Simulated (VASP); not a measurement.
# GaAs (Pm-3m) in VASP: further runs, part 2 of 2

VASP 6.6.1.

## Step 5: Relaxation of cell and atoms, LDA

The input, INCAR:

```
SYSTEM = GaAs
ALGO = Normal
EDIFF = 1E-6
EDIFFG = -0.03
ENCUT = 600
GGA = CA
IBRION = 2
ISIF = 3
ISMEAR = 0
LASPH = .True.
LCHARG = .False.
LREAL = .False.
LWAVE = .False.
NELM = 80
NSW = 60
PREC = Accurate
SIGMA = 0.02
```

The input, KPOINTS:

```
k-points
0
Gamma
  7 7 7
  0 0 0
```

The input, POSCAR:

```
GaAs
1.0
    3.2662262751      0.0000000000      0.0000000000
    0.0000000000      3.2662262751      0.0000000000
    0.0000000000      0.0000000000      3.2662262751
Ga As
1 1
Direct
    0.0000000000      0.0000000000      0.0000000000
    0.5000000000      0.5000000000      0.5000000000
```

Potentials or basis: VASP PAW LDA potentials, release 64 (Ga_d, As).

Started as:

```bash
cat potpaw_LDA.64/Ga_d/POTCAR potpaw_LDA.64/As/POTCAR > POTCAR
mpirun -np 1 vasp_std > vasp.out
```

OUTCAR:

```text
SYSTEM = GaAs
   EDIFF = 1E-6
   EDIFFG = -0.03
   ENCUT = 600
   GGA = CA
   IBRION = 2
   ISIF = 3
   ISMEAR = 0
   LASPH = .True.
   LREAL = .False.
   NELM = 80
   NSW = 60
   PREC = Accurate

 ion  position               nearest neighbor table
   1  0.000  0.000  0.000-   2 2.83   2 2.83   2 2.83   2 2.83   2 2.83   2 2.83   2 2.83   2 2.83

   2  0.500  0.500  0.500-   1 2.83   1 2.83   1 2.83   1 2.83   1 2.83   1 2.83   1 2.83   1 2.83

  LATTYP: Found a simple cubic cell.
 ALAT       =     3.2662262751

  Lattice vectors:

 A1 = (   3.2662262751,   0.0000000000,   0.0000000000)
 A2 = (   0.0000000000,   3.2662262751,   0.0000000000)
 A3 = (   0.0000000000,   0.0000000000,   3.2662262751)

Analysis of symmetry for initial positions (statically):
=====================================================================
 Subroutine PRICEL returns:
 Original cell was already a primitive cell.

 Routine SETGRP: Setting up the symmetry group for a
 simple cubic supercell.

 Subroutine GETGRP returns: Found 48 space group operations
 (whereof 48 operations were pure point group operations)
 out of a pool of 48 trial point group operations.

The static configuration has the point symmetry O_h .

Analysis of symmetry for dynamics (positions and initial velocities):
=====================================================================
 Subroutine PRICEL returns:
 Original cell was already a primitive cell.

 Routine SETGRP: Setting up the symmetry group for a
 simple cubic supercell.

 Subroutine GETGRP returns: Found 48 space group operations
 (whereof 48 operations were pure point group operations)
 out of a pool of 48 trial point group operations.

The dynamic configuration has the point symmetry O_h .

 Subroutine INISYM returns: Found 48 space group operations
 (whereof 48 operations are pure point group operations),
 and found     1 'primitive' translations

----------------------------------------------------------------------------------------

[... 118 lines left out ...]
 conjugate gradient relaxation of ions
 non-spin polarized calculation
 Gauss-broadening in eV      SIGMA  =   0.02
  energy-cutoff  :      600.00
  volume of cell :       34.84
 maximum number of plane-waves:      1189
 NGX is ok and might be reduce to    28
   NGX = 13   NGY = 13   NGZ = 13

 number of electron      17.9999989 magnetization

 Free energy of the ion-electron system (eV)
  ---------------------------------------------------
  ext. energy  EPLUGINS =         0.00000000
  ---------------------------------------------------
  free energy    TOTEN  =        -8.65827710 eV

  energy without entropy =       -8.65707766  energy(sigma->0) =       -8.65767738

 E-fermi :   6.6699     XC(G=0): -11.5096

 val. band max:        6.5993425363   @ k =   0.4286   0.4286   0.4286
 cond. band min:       6.6803791788   @ k =   0.4286   0.2857   0.1429
 fundamental gap:      0.0810366425
 Fermi energy:         6.6698914599

 k-point     1 :       0.0000    0.0000    0.0000
  band No.  band energies     occupation
      1      -8.2864      2.00000
      2      -8.2864      2.00000
      3      -8.1630      2.00000
      4      -8.1630      2.00000
      5      -8.1630      2.00000
      6      -7.4945      2.00000
      7       4.8363      2.00000
      8       5.9095      2.00000
      9       5.9095      2.00000
     10       5.9095      2.00000
     11      11.4555      0.00000
     12      11.4555      0.00000
     13      17.0663      0.00000
[... 290 lines left out ...]
  band No.  band energies     occupation
      1      -8.2976      2.00000
      2      -8.2854      2.00000
      3      -8.2854      2.00000
      4      -8.1068      2.00000
      5      -8.1068      2.00000
      6      -2.4419      2.00000
      7       2.6022      2.00000
      8       3.5893      2.00000
      9       3.5893      2.00000
     10       4.5934      2.00000
     11       6.5993      2.00000
     12       6.5993      2.00000
     13       8.1339      0.00000

------------------------ aborting loop because EDIFF is reached ----------------------------------------

  FORCE on cell =-STRESS in cart. coord.  units (eV):
  Direction    XX          YY          ZZ          XY          YZ          ZX
  --------------------------------------------------------------------------------------
  -------------------------------------------------------------------------------------
  Total        0.0433587      0.0433587      0.0433587     -0.0000000     -0.0000000      0.0000000
  in kB        1.9936480      1.9936480      1.9936480     -0.0000000     -0.0000000      0.0000000
  external PRESSURE =       1.9936480 kB  Pullay stress =       0.0000000 kB

 VOLUME and BASIS-vectors are now :
 -----------------------------------------------------------------------------
  energy-cutoff  :      600.00
  volume of cell :       34.84
      direct lattice vectors                 reciprocal lattice vectors
     3.266226275  0.000000000  0.000000000     0.306163724  0.000000000  0.000000000
     0.000000000  3.266226275  0.000000000     0.000000000  0.306163724  0.000000000
     0.000000000  0.000000000  3.266226275     0.000000000  0.000000000  0.306163724

 POSITION                                       TOTAL-FORCE (eV/Angst)
 -----------------------------------------------------------------------------------
      0.00000      0.00000      0.00000         0.000000      0.000000      0.000000
      1.63311      1.63311      1.63311         0.000000      0.000000      0.000000
 -----------------------------------------------------------------------------------
    total drift:                               -0.000000     -0.000000     -0.000000

  FREE ENERGIE OF THE ION-ELECTRON SYSTEM (eV)
  ---------------------------------------------------
  free  energy   TOTEN  =        -8.6582771033 eV

  energy  without entropy=       -8.6570776583  energy(sigma->0) =       -8.65767738

 reached required accuracy - stopping structural energy minimisation
```

CONTCAR:

```text
GaAs
   1.00000000000000
     3.2662262751000002    0.0000000000000000    0.0000000000000000
     0.0000000000000000    3.2662262751000002    0.0000000000000000
     0.0000000000000000    0.0000000000000000    3.2662262751000002
  Ga              As
     1     1
Direct
     0.0000000000000000    0.0000000000000000    0.0000000000000000
     0.5000000000000000    0.5000000000000000    0.5000000000000000

  0.00000000E+00  0.00000000E+00  0.00000000E+00
  0.00000000E+00  0.00000000E+00  0.00000000E+00
```

Run time: 6.1 s. Hardware: 1 thread of Intel Xeon Platinum 8124M at 3.00GHz (Skylake/Cascade Lake), shared host; peak memory 0.14 GiB.

Results:

- Free energy: -8.6583 eV
- Pressure after relaxing: 0.2 GPa
- Band gap on the k mesh: zero (band 9 reaches 8.09 eV, above the bottom of band 10 at 4.59 eV)

Final structure:
```cif
data_structure
_symmetry_space_group_name_H-M 'P 1'
_symmetry_Int_Tables_number 1
_cell_length_a 3.2662
_cell_length_b 3.2662
_cell_length_c 3.2662
_cell_angle_alpha 90.000
_cell_angle_beta 90.000
_cell_angle_gamma 90.000
_cell_volume 34.84
loop_
_atom_site_label
_atom_site_type_symbol
_atom_site_fract_x
_atom_site_fract_y
_atom_site_fract_z
_atom_site_occupancy
Ga1 Ga 0.00000 0.00000 0.00000 1
As1 As 0.50000 0.50000 0.50000 1
```

Caveat: the relaxation stopped at its first step, so nothing moved.

## Step 6: The runs side by side

```tsv
task	cell	cutoff (eV)	gap on the mesh (eV)	pressure (GPa)
single point	a = 3.266 Å, 2 atoms	520	none	0.2
relaxation of cell and atoms	relaxed from a = 3.260 Å, 2 atoms	600	none	0.0
relaxation of cell and atoms	relaxed from a = 3.266 Å, 2 atoms	600	none	0.2
```

Alike in all rows: level LDA; potentials or basis VASP PAW LDA potentials, release 64 (Ga_d, As); no spin polarisation; k mesh 7 × 7 × 7; smearing gaussian 0.02 eV.

Caveats: the relaxation stopped at its first step, so nothing moved (some runs).

Total energies depend on the potentials used, so only differences within one code and one set of settings carry meaning.
